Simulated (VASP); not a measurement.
Input of a VASP 6.6.1 run:

The input POSCAR:

```
Li3TaO4
1.0
   -2.0243853940      2.0243853940      4.0835136267
    2.0243853940     -2.0243853940      4.0835136267
    2.0243853940      2.0243853940     -4.0835136267
Li Ta O
3 1 4
Direct
    0.5000000000      0.5000000000      0.0000000000
    0.2500000000      0.7500000000      0.5000000000
    0.7500000000      0.2500000000      0.5000000000
    0.0000000000      0.0000000000      0.0000000000
    0.0000000000      0.5000000000      0.5000000000
    0.7659106311      0.7659106311      0.0000000000
    0.5000000000      0.0000000000      0.5000000000
    0.2340893689      0.2340893689      0.0000000000
```

INCAR.step1

```
PREC = Accurate
ENCUT = 520
ISMEAR = 0
SIGMA = 0.02
LREAL = F
LASPH = T
NELM = 80
NBANDS = 32
GGA = PE
ALGO = Normal
EDIFF = 1E-4
LWAVE = T
LCHARG = F
```

Contents of INCAR.step2:

```
PREC = Accurate
ENCUT = 520
EDIFF = 1E-6
ISMEAR = 0
SIGMA = 0.02
LREAL = F
LASPH = T
NELM = 80
ALGO = Normal
ISIF = 2
LWAVE = F
LCHARG = F
METAGGA = R2SCAN
LMIXTAU = T
NBANDS = 32
ISTART = 1
```

KPOINTS

```
regular mesh
0
Gamma
  10 10 10
```

Potentials or basis: VASP PAW PBE potentials, release 64 (Li_sv, Ta_pv, O).

The run is started by

```console
$ cat potpaw_PBE.64/Li_sv/POTCAR potpaw_PBE.64/Ta_pv/POTCAR potpaw_PBE.64/O/POTCAR > POTCAR
$ cp INCAR.step1 INCAR
$ mpirun -np 1 vasp_std > vasp.out
$ cp INCAR.step2 INCAR
$ mpirun -np 1 vasp_std > vasp.out
```

Task: Predict the band gap on the k mesh.

Result: 2.00 eV, indirect (least direct gap 2.15 eV).

Task: Estimate the largest force.

Result: 0.185 eV/Å.

Forces on the atoms (eV/Å):
```
Li   0.000  0.000  0.000
Li   0.000  0.000  0.000
Li   0.000  0.000  0.000
Ta   0.000  0.000  0.000
O    0.000  0.000  0.000
O    0.000  0.000 -0.185
O    0.000  0.000  0.000
O    0.000  0.000  0.185
```

Caveat: the PAW data sets were made with another functional, which shifts forces and pressure a little; spin-orbit coupling is left out, which moves the levels of the heavy elements. A k mesh can miss the band edges.
